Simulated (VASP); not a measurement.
# ZnO (P6_3/mmc) in VASP: further runs

The runs below take ZnO through single point, with PBEsol.

Everything below comes from runs of VASP 6.6.1. Logs are shortened: lines on timing, memory, paths and dates and some standing lists are left out, and cuts for length are marked.

## Step 1: The cell of the first run

Symmetry: P6_3/mmc, No. 194, hexagonal system. The conventional cell has a = 3.471 Å, b = 3.471 Å, c = 6.398 Å, α = 90.00°, β = 90.00°, γ = 120.00°. Within 2.7 Å of Zn (site symmetry -6m2) lie 3 O at 2.00 Å. O (site symmetry -6m2) has 3 Zn at 2.00 Å within 2.7 Å.

## Step 2: Single point, PBEsol

File INCAR:

```
ALGO = Normal
EDIFF = 1E-6
ENCUT = 520
GGA = PS
ISIF = 2
ISMEAR = 0
LASPH = T
LCHARG = T
LELF = T
LREAL = F
LVHAR = T
LWAVE = F
NBANDS = 26
NELM = 100
PREC = Accurate
SIGMA = 0.05
```

File KPOINTS:

```
k-points
0
Gamma
  12 12 4
```

File POSCAR:

```
ZnO
1.0
    3.4709990577      0.0000000000      0.0000000000
   -1.7354995288      3.0059733605      0.0000000000
    0.0000000000      0.0000000000      6.3982670479
Zn O
2 2
Direct
    0.0000000000      0.0000000000      0.7500000000
    0.0000000000      0.0000000000      0.2500000000
    0.3333333333      0.6666666667      0.2500000000
    0.6666666667      0.3333333333      0.7500000000
```

Potentials or basis: VASP PAW PBE potentials, release 64 (Zn, O).

Run with:

```bash
$ cat potpaw_PBE.64/Zn/POTCAR potpaw_PBE.64/O/POTCAR > POTCAR
$ mpirun -np 1 vasp_std > vasp.out
```

OUTCAR:

```text
EDIFF = 1E-6
   ENCUT = 520
   GGA = PS
   ISIF = 2
   ISMEAR = 0
   LASPH = T
   LREAL = F
   NELM = 100
   PREC = Accurate

 ion  position               nearest neighbor table
   1  0.000  0.000  0.750-   4 2.00   4 2.00   4 2.00
   2  0.000  0.000  0.250-   3 2.00   3 2.00   3 2.00
   3  0.333  0.667  0.250-   2 2.00   2 2.00   2 2.00
   4  0.667  0.333  0.750-   1 2.00   1 2.00   1 2.00

  LATTYP: Found a hexagonal cell.
 ALAT       =     3.4709990577
 C/A-ratio  =     1.8433502693

  Lattice vectors:

 A1 = (   3.4709990577,   0.0000000000,   0.0000000000)
 A2 = (  -1.7354995288,   3.0059733605,   0.0000000000)
 A3 = (   0.0000000000,   0.0000000000,   6.3982670479)

Analysis of symmetry for initial positions (statically):
=====================================================================
 Subroutine PRICEL returns:
 Original cell was already a primitive cell.

 Routine SETGRP: Setting up the symmetry group for a
 hexagonal supercell.

 Subroutine GETGRP returns: Found 24 space group operations
 (whereof 12 operations were pure point group operations)
 out of a pool of 24 trial point group operations.

The static configuration has the point symmetry D_3d.
 The point group associated with its full space group is D_6h.

Analysis of symmetry for dynamics (positions and initial velocities):
=====================================================================
 Subroutine PRICEL returns:
 Original cell was already a primitive cell.

 Routine SETGRP: Setting up the symmetry group for a
 hexagonal supercell.

 Subroutine GETGRP returns: Found 24 space group operations
 (whereof 12 operations were pure point group operations)
 out of a pool of 24 trial point group operations.

The dynamic configuration has the point symmetry D_3d.
 The point group associated with its full space group is D_6h.

 Subroutine INISYM returns: Found 24 space group operations
 (whereof 12 operations are pure point group operations),
 and found     1 'primitive' translations

----------------------------------------------------------------------------------------

                                     Primitive cell

  volume of cell :      66.7578

  direct lattice vectors                    reciprocal lattice vectors
     3.470999058  0.000000000  0.000000000     0.288101490  0.166335473  0.000000000
    -1.735499529  3.005973361  0.000000000     0.000000000  0.332670946  0.000000000
     0.000000000  0.000000000  6.398267048     0.000000000  0.000000000  0.156292320

  length of vectors
     3.470999058  3.470999058  6.398267048     0.332670946  0.332670946  0.156292320

  position of ions in fractional coordinates (direct lattice)
     0.000000000  0.000000000  0.750000000
     0.000000000  0.000000000  0.250000000
     0.333333333  0.666666667  0.250000000
     0.666666667  0.333333333  0.750000000

  ion indices of the primitive-cell ions
   primitive index   ion index
                 1           1
                 2           2
                 3           3
                 4           4

----------------------------------------------------------------------------------------

 KPOINTS: k-points

Automatic generation of k-mesh.
 Grid dimensions read from file:
 generate k-points for:   12   12    4

 Generating k-lattice:

  Cartesian coordinates                     Fractional coordinates (reciprocal lattice)
     0.024008457  0.013861289  0.000000000     0.083333333  0.000000000  0.000000000
     0.000000000  0.027722579  0.000000000     0.000000000  0.083333333  0.000000000
     0.000000000  0.000000000  0.039073080     0.000000000  0.000000000  0.250000000

  Length of vectors
     0.027722579  0.027722579  0.039073080

  Shift w.r.t. Gamma in fractional coordinates (k-lattice)
     0.000000000  0.000000000  0.000000000

 Subroutine IBZKPT returns following result:
 ===========================================

 Found     57 irreducible k-points:

 Following reciprocal coordinates:
            Coordinates               Weight
  0.000000  0.000000  0.000000      1.000000
  0.083333  0.000000  0.000000      6.000000
  0.166667  0.000000  0.000000      6.000000
  0.250000  0.000000  0.000000      6.000000
  0.333333  0.000000  0.000000      6.000000
  0.416667  0.000000  0.000000      6.000000
[... 16 lines left out ...]
  0.250000  0.000000  0.250000     12.000000
  0.333333  0.000000  0.250000     12.000000
 [... further k-points ...]
   k-points           NKPTS =     57   k-points in BZ     NKDIM =     57   number of bands    NBANDS=     26
   number of dos      NEDOS =    301   number of ions     NIONS =      4
   total plane-waves  NPLWV =  37632
   dimension x,y,z NGX =    28 NGY =   28 NGZ =   48
   dimension x,y,z NGXF=    56 NGYF=   56 NGZF=   96
   ions per type =               2   2
   NGX,Y,Z   is equivalent  to a cutoff of  13.41, 13.41, 12.47 a.u.
   NGXF,Y,Z  is equivalent  to a cutoff of  26.82, 26.82, 24.94 a.u.
 SYSTEM =  unknown system
[... 34 lines left out ...]
   GGA     = PS    functional components
   LHFCALC =     F    Hartree Fock is set to
   AEXX    =    0.0000 exact exchange contribution
   IVDW    =     0    specifies the selected vdW correction
   LEPSILON=     F    determine dielectric tensor
   LRPA    =     F    only Hartree local field effects (RPA)
 non-spin polarized calculation
 Gauss-broadening in eV      SIGMA  =   0.05
  energy-cutoff  :      520.00
  volume of cell :       66.76
 maximum number of plane-waves:      1835
 NGX is ok and might be reduce to    28

 number of electron      35.9999974 magnetization

 Free energy of the ion-electron system (eV)
  ---------------------------------------------------
  ext. energy  EPLUGINS =         0.00000000
  ---------------------------------------------------
  free energy    TOTEN  =       -17.66035798 eV

  energy without entropy =      -17.66035798  energy(sigma->0) =      -17.66035798

 E-fermi :  -1.1707     XC(G=0):  -9.3906

 val. band max:       -1.3843049402   @ k =   0.0000   0.0000   0.0000
 cond. band min:      -0.9527889812   @ k =   0.0000   0.0000   0.0000
 fundamental gap:      0.4315159589
 Fermi energy:        -1.1706713245

 k-point     1 :       0.0000    0.0000    0.0000
  band No.  band energies     occupation
      1     -17.7533      2.00000
      2     -17.5838      2.00000
      3      -6.8050      2.00000
      4      -6.8050      2.00000
      5      -6.7653      2.00000
      6      -6.7653      2.00000
[... 18 lines left out ...]
     25      11.5443      0.00000
     26      11.5548      0.00000

 k-point     2 :       0.0833    0.0000    0.0000
  band No.  band energies     occupation
      1     -17.7280      2.00000
      2     -17.5642      2.00000
      3      -6.8112      2.00000
      4      -6.7733      2.00000
      5      -6.7706      2.00000
      6      -6.7314      2.00000
[... 18 lines left out ...]
     25      11.2957      0.00000
     26      11.7178      0.00000

 k-point     3 :       0.1667    0.0000    0.0000
  band No.  band energies     occupation
      1     -17.6586      2.00000
      2     -17.5107      2.00000
      3      -6.8167      2.00000
      4      -6.7839      2.00000
      5      -6.6719      2.00000
      6      -6.6344      2.00000
[... 18 lines left out ...]
     25      10.9957      0.00000
     26      12.2057      0.00000

 k-point     4 :       0.2500    0.0000    0.0000
  band No.  band energies     occupation
      1     -17.5607      2.00000
      2     -17.4377      2.00000
      3      -6.7930      2.00000
      4      -6.7682      2.00000
      5      -6.5235      2.00000
      6      -6.4901      2.00000
[... 18 lines left out ...]
     25      10.9201      0.00000
     26      12.1322      0.00000
[... 496 lines left out ...]
      1     -17.6373      2.00000
      2     -17.5327      2.00000
      3      -6.8127      2.00000
      4      -6.7894      2.00000
      5      -6.6665      2.00000
      6      -6.6400      2.00000
[... 18 lines left out ...]
     25      10.6958      0.00000
     26      11.7756      0.00000

 k-point    23 :       0.2500    0.0000    0.2500
  band No.  band energies     occupation
      1     -17.5430      2.00000
      2     -17.4560      2.00000
      3      -6.7911      2.00000
      4      -6.7734      2.00000
      5      -6.5188      2.00000
      6      -6.4953      2.00000
[... 18 lines left out ...]
     25      11.0659      0.00000
     26      11.9949      0.00000

 k-point    24 :       0.3333    0.0000    0.2500
  band No.  band energies     occupation
      1     -17.4447      2.00000
      2     -17.3799      2.00000
      3      -6.7222      2.00000
      4      -6.7118      2.00000
      5      -6.3510      2.00000
      6      -6.3329      2.00000
[... 18 lines left out ...]
     25      11.2394      0.00000
     26      11.3965      0.00000

 [... further k-points ...]

------------------------ aborting loop because EDIFF is reached ----------------------------------------

  FORCE on cell =-STRESS in cart. coord.  units (eV):
  Direction    XX          YY          ZZ          XY          YZ          ZX
  --------------------------------------------------------------------------------------
  -------------------------------------------------------------------------------------
  Total       -9.2808736     -9.2808736     -0.3944689     -0.0000000      0.0000000      0.0000000
  in kB     -222.7396098   -222.7396098     -9.4671967     -0.0000000      0.0000000      0.0000000
  external PRESSURE =    -151.6488054 kB  Pullay stress =       0.0000000 kB

 VOLUME and BASIS-vectors are now :
 -----------------------------------------------------------------------------
  energy-cutoff  :      520.00
  volume of cell :       66.76
      direct lattice vectors                 reciprocal lattice vectors
     3.470999058  0.000000000  0.000000000     0.288101490  0.166335473  0.000000000
    -1.735499529  3.005973361  0.000000000     0.000000000  0.332670946  0.000000000
     0.000000000  0.000000000  6.398267048     0.000000000  0.000000000  0.156292320

 POSITION                                       TOTAL-FORCE (eV/Angst)
 -----------------------------------------------------------------------------------
      0.00000      0.00000      4.79870        -0.000000     -0.000000      0.000000
      0.00000      0.00000      1.59957        -0.000000      0.000000      0.000000
     -0.00000      2.00398      1.59957         0.000000     -0.000000      0.000000
      1.73550      1.00199      4.79870        -0.000000      0.000000     -0.000000
 -----------------------------------------------------------------------------------
    total drift:                                0.000000     -0.000000      0.000000

  FREE ENERGIE OF THE ION-ELECTRON SYSTEM (eV)
  ---------------------------------------------------
  free  energy   TOTEN  =       -17.6603579787 eV

  energy  without entropy=      -17.6603579787  energy(sigma->0) =      -17.66035798
```

It took 2.9 min on 1 thread of Intel Xeon 8259CL, shared host; peak memory 0.23 GiB.

What came out:

```
Free energy            : -17.6604 eV
Pressure               : -15.2 GPa
Band gap on the k mesh : 0.43 eV
```

Caveat: the stress differs along the axes, from -22 to -1 GPa; semilocal functionals underestimate gaps, and a narrow one can read as zero; the PAW data sets were made with another functional, which shifts forces and pressure a little.

## Step 3: Single point, PBEsol

This run uses another cell than the first one, of the same volume but with other edges.

File INCAR:

```
PREC     = Accurate       # precision mode
ENCUT    = 520            # plane-wave cutoff, eV
EDIFF    = 1E-7           # SCF threshold, eV
ISMEAR   = 0              # smearing method
SIGMA    = 0.05           # smearing width, eV
LREAL    = False          # projectors in reciprocal space
LASPH    = True           # aspherical terms in the spheres
NELM     = 80             # most SCF steps
ALGO     = Normal         # electronic algorithm
ISIF     = 2              # what is computed and relaxed
LWAVE    = False          # write WAVECAR
LCHARG   = False          # write CHGCAR
GGA      = PS             # functional
NBANDS   = 26             # bands
```

File KPOINTS:

```
Automatic mesh
0
Gamma
  12 12 4
```

File POSCAR:

```
ZnO
1.0
    3.0940955581      0.0000000000      0.0000000000
   -1.5470477790      2.6795653551      0.0000000000
    0.0000000000      0.0000000000      8.0520026546
Zn O
2 2
Direct
    0.0000000000      0.0000000000      0.7500000000
    0.0000000000      0.0000000000      0.2500000000
    0.3333333333      0.6666666667      0.2500000000
    0.6666666667      0.3333333333      0.7500000000
```

Potentials or basis: VASP PAW PBE potentials, release 64 (Zn, O).

Run with:

```bash
$ cat potpaw_PBE.64/Zn/POTCAR potpaw_PBE.64/O/POTCAR > POTCAR
$ mpirun -np 1 vasp_std > vasp.out
```

Run time: 2.5 min. Hardware: 1 thread of Intel Xeon 8259CL, shared host; peak memory 0.23 GiB.

It converged, with:

| Property | Result |
| --- | --- |
| Free energy | -17.8073 eV |
| Pressure | 15.9 GPa |
| Band gap on the k mesh | 0.86 eV |

Stress tensor (GPa, compression positive):
```
24.14  0.00  0.00
 0.00 24.14  0.00
 0.00  0.00 -0.62
```

Levels at points of the mesh, in eV from the valence-band top:
```
           k point  band 15  band 16  band 17  band 18  band 19  band 20  band 21  band 22
(0.00, 0.00, 0.00)     0.00     0.00     0.00     0.00     0.86     3.03     4.26     8.95
(0.50, 0.00, 0.00)    -2.45    -2.43    -1.57    -1.55     4.86     6.04     6.29     7.48
(0.00, 0.00, 0.50)     0.00     0.00     0.00     0.00     1.69     1.69     6.09     6.09
(0.50, 0.00, 0.50)    -2.44    -2.44    -1.55    -1.55     5.21     5.21     7.29     7.29
```

Caveat: the stress differs along the axes, from -1 to 24 GPa; the PAW data sets were made with another functional, which shifts forces and pressure a little.

## Step 4: Single point, PBEsol

This run uses another cell than the first one, of the same volume but with other edges.

File INCAR:

```
ALGO = Normal ; EDIFF = 1E-7
ENCUT = 520 ; GGA = PS
ISIF = 2 ; ISMEAR = 0
LASPH = True ; LCHARG = False
LREAL = False ; LWAVE = False
NBANDS = 26 ; NELM = 100
PREC = Accurate ; SIGMA = 0.05
```

File KPOINTS:

```
k-points
0
Gamma
  12 12 4
```

File POSCAR:

```
ZnO
1.0
    3.3806343133      0.0000000000      0.0000000000
   -1.6903171566      2.9277151963      0.0000000000
    0.0000000000      0.0000000000      6.7448914332
Zn O
2 2
Direct
    0.0000000000      0.0000000000      0.7500000000
    0.0000000000      0.0000000000      0.2500000000
    0.3333333333      0.6666666667      0.2500000000
    0.6666666667      0.3333333333      0.7500000000
```

Run with:

```bash
$ cat potpaw_PBE.64/Zn/POTCAR potpaw_PBE.64/O/POTCAR > POTCAR
$ mpirun -np 1 vasp_std > vasp.out
```

It took 3.1 min on 1 thread of Intel Xeon 8259CL, shared host; peak memory 0.23 GiB.

The run converged. Its results:

- Free energy: -18.0521 eV
- Pressure: -10.3 GPa
- Band gap on the k mesh: 0.61 eV

Stress tensor (GPa, compression positive):
```
-14.97   0.00   0.00
  0.00 -14.97   0.00
  0.00   0.00  -0.95
```

Levels at points of the mesh, in eV from the valence-band top:
| k point | band 16 | band 17 | band 18 | band 19 | band 20 | band 21 |
| --- | --- | --- | --- | --- | --- | --- |
| (0.00, 0.00, 0.00) | -0.01 | 0.00 | 0.00 | 0.61 | 3.41 | 5.36 |
| (0.50, 0.00, 0.00) | -1.54 | -0.66 | -0.62 | 4.73 | 5.12 | 6.02 |
| (0.00, 0.00, 0.50) | -0.01 | -0.01 | -0.01 | 1.92 | 1.92 | 7.67 |
| (0.50, 0.00, 0.50) | -1.61 | -0.59 | -0.59 | 4.72 | 4.72 | 7.65 |

Caveat: the stress differs along the axes, from -15 to -1 GPa; semilocal functionals underestimate gaps, and a narrow one can read as zero; the PAW data sets were made with another functional, which shifts forces and pressure a little. A k mesh can miss the band edges.

## Step 5: Single point, PBEsol

This run uses another cell than the first one, of the same volume but with other edges.

File INCAR:

```
PREC = Accurate
ENCUT = 520
EDIFF = 1E-6
ISMEAR = 0
SIGMA = 0.05
LREAL = False
LASPH = True
NELM = 60
ALGO = Normal
ISIF = 2
LWAVE = False
LCHARG = True
GGA = PS
LELF = True
LVHAR = True
NBANDS = 26
```

File KPOINTS:

```
Automatic mesh
0
Gamma
  12 12 4
```

File POSCAR:

```
ZnO
1.0
    3.1851501443      0.0000000000      0.0000000000
   -1.5925750721      2.7584209398      0.0000000000
    0.0000000000      0.0000000000      7.5982142517
Zn O
2 2
Direct
    0.0000000000      0.0000000000      0.7500000000
    0.0000000000      0.0000000000      0.2500000000
    0.3333333333      0.6666666667      0.2500000000
    0.6666666667      0.3333333333      0.7500000000
```

Run with:

```bash
$ cat potpaw_PBE.64/Zn/POTCAR potpaw_PBE.64/O/POTCAR > POTCAR
$ mpirun -np 1 vasp_std > vasp.out
```

Run time: 2 min. Hardware: 1 thread of Intel Xeon 8259CL, shared host; peak memory 0.23 GiB.

It converged, with:

```
Free energy            : -18.2126 eV
Pressure               : 5.5 GPa
Band gap on the k mesh : 0.84 eV
```

Stress tensor (GPa, compression positive):
```
 8.59  0.00  0.00
 0.00  8.59  0.00
 0.00  0.00 -0.70
```

Levels at points of the mesh, in eV from the valence-band top:
| k point | band 16 | band 17 | band 18 | band 19 | band 20 | band 21 |
| --- | --- | --- | --- | --- | --- | --- |
| (0.00, 0.00, 0.00) | -0.01 | 0.00 | 0.00 | 0.84 | 3.16 | 4.71 |
| (0.50, 0.00, 0.00) | -2.12 | -1.24 | -1.23 | 4.87 | 5.79 | 6.21 |
| (0.00, 0.00, 0.50) | 0.00 | 0.00 | 0.00 | 1.80 | 1.80 | 6.62 |
| (0.50, 0.00, 0.50) | -2.15 | -1.22 | -1.22 | 5.13 | 5.13 | 7.41 |

Caveat: the stress differs along the axes, from -1 to 9 GPa; the PAW data sets were made with another functional, which shifts forces and pressure a little.

## Step 6: Summary

| cell | gap on the mesh (eV) | pressure (GPa) |
| --- | --- | --- |
| a = 3.471, b = 3.471, c = 6.398 Å, angles 90.0, 90.0, 120.0°, 4 atoms | 0.43 | -15.2 |
| a = 3.094, b = 3.094, c = 8.052 Å, angles 90.0, 90.0, 120.0°, 4 atoms | 0.86 | 15.9 |
| a = 3.381, b = 3.381, c = 6.745 Å, angles 90.0, 90.0, 120.0°, 4 atoms | 0.61 | -10.3 |
| a = 3.185, b = 3.185, c = 7.598 Å, angles 90.0, 90.0, 120.0°, 4 atoms | 0.84 | 5.5 |

Alike in all rows: task single point; level PBEsol; potentials or basis VASP PAW PBE potentials, release 64 (Zn, O); no spin polarisation; k mesh 12 × 12 × 4; cutoff (eV) 520; smearing gaussian 0.05 eV.

Caveats: the PAW data sets were made with another functional, which shifts forces and pressure a little; semilocal functionals underestimate gaps, and a narrow one can read as zero (at least some runs); the stress differs along the axes, from -22 to -1 GPa (at least some runs); the stress differs along the axes, from -1 to 24 GPa (at least some runs); the stress differs along the axes, from -15 to -1 GPa (at least some runs); the stress differs along the axes, from -1 to 9 GPa (at least some runs).

Total energies depend on the potentials used, so only differences within one code and one set of settings carry meaning.
